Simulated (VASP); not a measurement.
# CuH2CO3 (P2_1/m) in VASP: single point with LDA

Aim: the single point of CuH2CO3 with LDA.

All numbers are computed with VASP 6.6.1; they aren't measurements. Logs are shortened: lines on timing, memory, paths and dates and some standing lists are left out, and cuts for length are marked.

**1. The cell of the first run**

The structure is monoclinic, space group P2_1/m (No. 11). Conventional cell: a = 3.253 Å, b = 5.930 Å, c = 7.236 Å, α = 90.00°, β = 101.81°, γ = 90.00°. Within 2.6 Å of Cu (site symmetry -1) lie 6 O at 1.95 to 2.57 Å and 2 H at 2.31 Å. O (site symmetry m) has 1 H at 0.88 Å within 1.2 Å. Within 1.7 Å of O (site symmetry 1) lie 1 C at 1.26 Å. Within 1.3 Å of C (site symmetry m) lie 1 H at 0.93 Å and 2 O at 1.26 Å. H (site symmetry m) has 1 C at 0.93 Å within 1.3 Å. Within 1.2 Å of H (site symmetry m) lie 1 O at 0.88 Å.

**2. Single point, LDA**

The input, INCAR:

```
PREC     = Accurate       # precision mode
ENCUT    = 520            # plane-wave cutoff, eV
EDIFF    = 1E-7           # SCF threshold, eV
ISMEAR   = -5             # smearing method
SIGMA    = 0.1            # smearing width, eV
LREAL    = False          # projectors in reciprocal space
LASPH    = True           # aspherical terms in the spheres
NELM     = 100            # most SCF steps
ALGO     = Fast           # electronic algorithm
ISIF     = 2              # what is computed and relaxed
LWAVE    = False          # write WAVECAR
LCHARG   = False          # write CHGCAR
GGA      = CA             # functional
NBANDS   = 48             # bands
```

The input, KPOINTS:

```
Automatic mesh
0
Gamma
  7 4 4
```

The input, POSCAR:

```
CuH2CO3
1.0
    3.2527702100      0.0000000000      0.0000000000
    0.0000000000      5.9302592300      0.0000000000
   -1.4802930400      0.0000000000      7.0826589700
Cu O C H
2 6 2 4
Direct
    0.5000000000      0.5000000000      0.5000000000
    0.5000000000      0.0000000000      0.5000000000
    0.1060000000      0.7500000000      0.4409000000
    0.8940000000      0.2500000000      0.5591000000
    0.4246000000      0.4397000000      0.2293000000
    0.5754000000      0.9397000000      0.7707000000
    0.5754000000      0.5603000000      0.7707000000
    0.4246000000      0.0603000000      0.2293000000
    0.4161000000      0.2500000000      0.1517000000
    0.5839000000      0.7500000000      0.8483000000
    0.4019000000      0.2500000000      0.0222000000
    0.5981000000      0.7500000000      0.9778000000
    0.0480000000      0.7500000000      0.3170000000
    0.9520000000      0.2500000000      0.6830000000
```

Potentials or basis: VASP PAW LDA potentials, release 64 (Cu, O, C, H).

On the command line:

```bash
$ cat potpaw_LDA.64/Cu/POTCAR potpaw_LDA.64/O/POTCAR potpaw_LDA.64/C/POTCAR potpaw_LDA.64/H/POTCAR > POTCAR
$ mpirun -np 1 vasp_std > vasp.out
```

OUTCAR:

```text
PREC = Accurate
   ENCUT = 520
   EDIFF = 1E-7
   ISMEAR = -5
   LREAL = False
   LASPH = True
   NELM = 100
   ISIF = 2
   GGA = CA

 ion  position               nearest neighbor table
   1  0.500  0.500  0.500-   3 1.95   4 1.95   5 1.96   7 1.96
   2  0.500  0.000  0.500-   3 1.95   4 1.95   6 1.96   8 1.96
   3  0.106  0.750  0.441-  13 0.88   2 1.95   1 1.95
   4  0.894  0.250  0.559-  14 0.88   2 1.95   1 1.95
   5  0.425  0.440  0.229-   9 1.26   1 1.96
   6  0.575  0.940  0.771-  10 1.26   2 1.96
   7  0.575  0.560  0.771-  10 1.26   1 1.96
   8  0.425  0.060  0.229-   9 1.26   2 1.96
   9  0.416  0.250  0.152-  11 0.93   8 1.26   5 1.26
  10  0.584  0.750  0.848-  12 0.93   7 1.26   6 1.26
  11  0.402  0.250  0.022-   9 0.93
  12  0.598  0.750  0.978-  10 0.93
  13  0.048  0.750  0.317-   3 0.88
  14  0.952  0.250  0.683-   4 0.88

  LATTYP: Found a simple monoclinic cell.
 ALAT       =     3.2527702100
 B/A-ratio  =     1.8231411527
 C/A-ratio  =     2.2244725371
 COS(beta)  =    -0.2045819270

  Lattice vectors:

 A1 = (   3.2527702100,   0.0000000000,   0.0000000000)
 A2 = (   0.0000000000,   5.9302592300,   0.0000000000)
 A3 = (  -1.4802930400,   0.0000000000,   7.0826589700)

Analysis of symmetry for initial positions (statically):
=====================================================================
 Subroutine PRICEL returns:
 Original cell was already a primitive cell.

 Routine SETGRP: Setting up the symmetry group for a
 simple monoclinic supercell.

 Subroutine GETGRP returns: Found  4 space group operations
 (whereof  2 operations were pure point group operations)
 out of a pool of  4 trial point group operations.

The static configuration has the point symmetry S_2 .
 The point group associated with its full space group is C_2h.

Analysis of symmetry for dynamics (positions and initial velocities):
=====================================================================
 Subroutine PRICEL returns:
 Original cell was already a primitive cell.

 Routine SETGRP: Setting up the symmetry group for a
 simple monoclinic supercell.

 Subroutine GETGRP returns: Found  4 space group operations
 (whereof  2 operations were pure point group operations)
 out of a pool of  4 trial point group operations.

The dynamic configuration has the point symmetry S_2 .
 The point group associated with its full space group is C_2h.

 Subroutine INISYM returns: Found  4 space group operations
 (whereof  2 operations are pure point group operations),
 and found     1 'primitive' translations

----------------------------------------------------------------------------------------

                                     Primitive cell

  volume of cell :     136.6229

  direct lattice vectors                    reciprocal lattice vectors
     3.252770210  0.000000000  0.000000000     0.307430263  0.000000000  0.064253676
     0.000000000  5.930259230  0.000000000     0.000000000  0.168626693  0.000000000
    -1.480293040  0.000000000  7.082658970     0.000000000  0.000000000  0.141189912

  length of vectors
     3.252770210  5.930259230  7.235698002     0.314073083  0.168626693  0.141189912

  position of ions in fractional coordinates (direct lattice)
     0.500000000  0.500000000  0.500000000
     0.500000000  0.000000000  0.500000000
     0.106000000  0.750000000  0.440900000
     0.894000000  0.250000000  0.559100000
     0.424600000  0.439700000  0.229300000
     0.575400000  0.939700000  0.770700000
     0.575400000  0.560300000  0.770700000
     0.424600000  0.060300000  0.229300000
     0.416100000  0.250000000  0.151700000
     0.583900000  0.750000000  0.848300000
     0.401900000  0.250000000  0.022200000
     0.598100000  0.750000000  0.977800000
     0.048000000  0.750000000  0.317000000
     0.952000000  0.250000000  0.683000000

  ion indices of the primitive-cell ions
   primitive index   ion index
                 1           1
                 2           2
                 3           3
                 4           4
                 5           5
                 6           6
                 7           7
                 8           8
                 9           9
                10          10
                11          11
                12          12
                13          13
                14          14

----------------------------------------------------------------------------------------

 KPOINTS: Automatic mesh

Automatic generation of k-mesh.
 Grid dimensions read from file:
 generate k-points for:    7    4    4

 Generating k-lattice:

  Cartesian coordinates                     Fractional coordinates (reciprocal lattice)
     0.043918609  0.000000000  0.009179097     0.142857143  0.000000000  0.000000000
     0.000000000  0.042156673  0.000000000     0.000000000  0.250000000  0.000000000
     0.000000000  0.000000000  0.035297478     0.000000000  0.000000000  0.250000000

  Length of vectors
     0.044867583  0.042156673  0.035297478

  Shift w.r.t. Gamma in fractional coordinates (k-lattice)
     0.000000000  0.000000000  0.000000000

 TETIRR: Found    336 inequivalent tetrahedra from      672

 Subroutine IBZKPT returns following result:
 ===========================================

 Found     45 irreducible k-points:

 Following reciprocal coordinates:
            Coordinates               Weight
  0.000000  0.000000  0.000000      1.000000
  0.142857  0.000000 -0.000000      2.000000
  0.285714  0.000000  0.000000      2.000000
  0.428571  0.000000  0.000000      2.000000
  0.000000  0.250000  0.000000      2.000000
  0.142857  0.250000 -0.000000      4.000000
[... 16 lines left out ...]
  0.428571  0.250000  0.250000      4.000000
 -0.428571  0.250000  0.250000      4.000000
 [... further k-points ...]
   k-points           NKPTS =     45   k-points in BZ     NKDIM =     45   number of bands    NBANDS=     48
   number of dos      NEDOS =    301   number of ions     NIONS =     14
   total plane-waves  NPLWV =  62208
   dimension x,y,z NGX =    24 NGY =   48 NGZ =   54
   dimension x,y,z NGXF=    48 NGYF=   96 NGZF=  108
   ions per type =               2   6   2   4
   NGX,Y,Z   is equivalent  to a cutoff of  12.27, 13.46, 12.41 a.u.
   NGXF,Y,Z  is equivalent  to a cutoff of  24.53, 26.91, 24.81 a.u.
 SYSTEM =  unknown system
   PREC   = accura    normal or accurate (medium, high low for compatibility)
   ISTART =      0    job   : 0-new  1-cont  2-samecut
   ICHARG =      2    charge: 1-file 2-atom 10-const
   ISPIN  =      1    spin polarized calculation?
   LNONCOLLINEAR =      F non collinear calculations
   LSORBIT =      F    spin-orbit coupling
   LASPH  =      T    aspherical Exc in radial PAW
   ENCUT  =  520.0 eV  38.22 Ry    6.18 a.u.   6.05 11.03 13.45*2*pi/ulx,y,z
   NELM   =    100;   NELMIN=  2; NELMDL= -5     # of ELM steps
   EDIFF  = 0.1E-06   stopping-criterion for ELM
   LREAL  =      F    real-space projection
   EDIFFG = 0.1E-05   stopping-criterion for IOM
   NSW    =      0    number of steps for IOM
   IBRION =     -1    ionic relax: 0-MD 1-quasi-New 2-CG
   NFREE  =      0    steps in history (QN), initial steepest desc. (CG)
   ISIF   =      2    stress and relaxation
   ISYM   =      2    0-nonsym 1-usesym 2-fastsym
   POTIM  = 0.5000    time-step for ionic-motion
   TEBEG  =    0.0;   TEEND  =   0.0 temperature during run
   PSTRESS=    0.0 pullay stress
   NELECT =      70.0000    total number of electrons
   NUPDOWN=      -1.0000    fix difference up-down
   EMIN   =  10.00;   EMAX   =-10.00  energy-range for DOS
   EFERMI =   0.00;   METHOD = LEGACY
   ISMEAR =    -5;   SIGMA  =   0.10  broadening in eV -4-tet -1-fermi 0-gaus
   EFERMI_NEDOS =   21; number of points for ismear=-14 and -15
   IALGO  =     68    algorithm
   IMIX   =      4    mixing-type and parameters
     AMIX     =   0.40;   BMIX     =  1.00
     AMIX_MAG =   1.60;   BMIX_MAG =  1.00
  volume/ion in A,a.u.               =       9.76        65.86
  Fermi-wavevector in a.u.,A,eV,Ry     =   1.309985  2.475513 23.348429  1.716061
  Thomas-Fermi vector in A             =   2.440546
   LORBIT       =      0    0 simple, 1 ext, 2 COOP (PROOUT), +10 PAW based schemes
   GGA     = CA    functional components
   LHFCALC =     F    Hartree Fock is set to
   AEXX    =    0.0000 exact exchange contribution
   IVDW    =     0    specifies the selected vdW correction
   LEPSILON=     F    determine dielectric tensor
   LRPA    =     F    only Hartree local field effects (RPA)
 non-spin polarized calculation
 RMM-DIIS sequential band-by-band and
 Fermi weights with tetrahedron method with Bloechl corrections
  energy-cutoff  :      520.00
  volume of cell :      136.62
 maximum number of plane-waves:      3708
   NGX = 13   NGY = 23   NGZ = 27

 number of electron      70.0000043 magnetization

 Free energy of the ion-electron system (eV)
  ---------------------------------------------------
  ext. energy  EPLUGINS =         0.00000000
  ---------------------------------------------------
  free energy    TOTEN  =       -86.03076437 eV

  energy without entropy =      -86.03076437  energy(sigma->0) =      -86.03076437

 E-fermi :   1.5736     XC(G=0):  -9.8931

 val. band max:        1.5794225862   @ k =   0.2857   0.5000   0.0000
 cond. band min:       1.5527343313   @ k =   0.1429   0.0000   0.5000
 fundamental gap:     -0.0266882549
 Fermi energy:         1.5736187371

 k-point     1 :       0.0000    0.0000    0.0000
  band No.  band energies     occupation
      1     -21.1679      2.00000
      2     -21.0514      2.00000
      3     -18.9672      2.00000
      4     -18.8713      2.00000
      5     -18.7760      2.00000
      6     -18.7389      2.00000
[... 39 lines left out ...]
     46      10.9518      0.00000
     47      11.6714      0.00000

 k-point     2 :       0.1429    0.0000   -0.0000
  band No.  band energies     occupation
      1     -21.1375      2.00000
      2     -21.0290      2.00000
      3     -18.9319      2.00000
      4     -18.8531      2.00000
      5     -18.7616      2.00000
      6     -18.7262      2.00000
[... 39 lines left out ...]
     46      10.8927      0.00000
     47      11.8824      0.00000

 k-point     3 :       0.2857    0.0000    0.0000
  band No.  band energies     occupation
      1     -21.0679      2.00000
      2     -20.9781      2.00000
      3     -18.8461      2.00000
      4     -18.8115      2.00000
      5     -18.7295      2.00000
      6     -18.7032      2.00000
[... 1039 lines left out ...]
     46      10.7501      0.00000
     47      11.5148      0.00000

 k-point    24 :      -0.4286    0.2500    0.2500
  band No.  band energies     occupation
      1     -20.9916      2.00000
      2     -20.9501      2.00000
      3     -18.8250      2.00000
      4     -18.8049      2.00000
      5     -18.6700      2.00000
      6     -18.6515      2.00000
[... 39 lines left out ...]
     46      10.7472      0.00000
     47      11.4959      0.00000

 [... further k-points ...]

 [bands above 47 left out]

------------------------ aborting loop because EDIFF is reached ----------------------------------------

  FORCE on cell =-STRESS in cart. coord.  units (eV):
  Direction    XX          YY          ZZ          XY          YZ          ZX
  --------------------------------------------------------------------------------------
  -------------------------------------------------------------------------------------
  Total       -2.0213969     -1.1675925     28.1697774      0.0000000      0.0000000     -2.0877501
  in kB      -23.7049355    -13.6923654    330.3471803      0.0000000      0.0000000    -24.4830604
  external PRESSURE =      97.6499598 kB  Pullay stress =       0.0000000 kB

 VOLUME and BASIS-vectors are now :
 -----------------------------------------------------------------------------
  energy-cutoff  :      520.00
  volume of cell :      136.62
      direct lattice vectors                 reciprocal lattice vectors
     3.252770210  0.000000000  0.000000000     0.307430263  0.000000000  0.064253676
     0.000000000  5.930259230  0.000000000     0.000000000  0.168626693  0.000000000
    -1.480293040  0.000000000  7.082658970     0.000000000  0.000000000  0.141189912

 POSITION                                       TOTAL-FORCE (eV/Angst)
 -----------------------------------------------------------------------------------
      0.88624      2.96513      3.54133         0.000000      0.000000      0.000000
      0.88624      0.00000      3.54133         0.000000      0.000000      0.000000
     -0.30787      4.44769      3.12274         0.290266      0.000000      7.395047
      2.08034      1.48256      3.95991        -0.290266      0.000000     -7.395047
      1.04170      2.60753      1.62405        -0.015766      0.723955      0.394578
      0.73078      5.57266      5.45861         0.015766      0.723955     -0.394578
      0.73078      3.32272      5.45861         0.015766     -0.723955     -0.394578
      1.04170      0.35759      1.62405        -0.015766     -0.723955      0.394578
      1.12892      1.48256      1.07444        -1.450211      0.000000      8.988407
      0.64356      4.44769      6.00822         1.450211      0.000000     -8.988407
      1.27443      1.48256      0.15724         1.482614      0.000000     -9.465337
      0.49805      4.44769      6.92542        -1.482614      0.000000      9.465337
     -0.31312      4.44769      2.24520        -0.202888      0.000000     -7.415514
      2.08560      1.48256      4.83746         0.202888      0.000000      7.415514
 -----------------------------------------------------------------------------------
    total drift:                                0.000000     -0.000000     -0.000000

  FREE ENERGIE OF THE ION-ELECTRON SYSTEM (eV)
  ---------------------------------------------------
  free  energy   TOTEN  =       -86.0307643665 eV

  energy  without entropy=      -86.0307643665  energy(sigma->0) =      -86.03076437
```

It took 12 min on 1 thread of Intel Xeon Platinum 8488C (Sapphire Rapids), shared host; peak memory 0.36 GiB.

What came out:

```yaml
Free_energy: -86.0308 eV
Pressure: 9.8 GPa
Largest_force: 9.581 eV/Å
Band_gap_on_the_k_mesh: zero (bands 35 and 36 overlap by 0.29 eV)
```

Forces in eV/Å, atoms in the order of the input:
```
Cu   0.000  0.000  0.000
Cu   0.000  0.000  0.000
O    0.290  0.000  7.395
O   -0.290  0.000 -7.395
O   -0.016  0.724  0.395
O    0.016  0.724 -0.395
O    0.016 -0.724 -0.395
O   -0.016 -0.724  0.395
C   -1.450  0.000  8.988
C    1.450  0.000 -8.988
H    1.483  0.000 -9.465
H   -1.483  0.000  9.465
H   -0.203  0.000 -7.416
H    0.203  0.000  7.416
```

Caveat: the cell stands under pressure; forces of over 1 eV/Å act on the atoms, so gaps and moduli don't describe the material at rest; tetrahedron occupations give inexact forces and stress in metals.
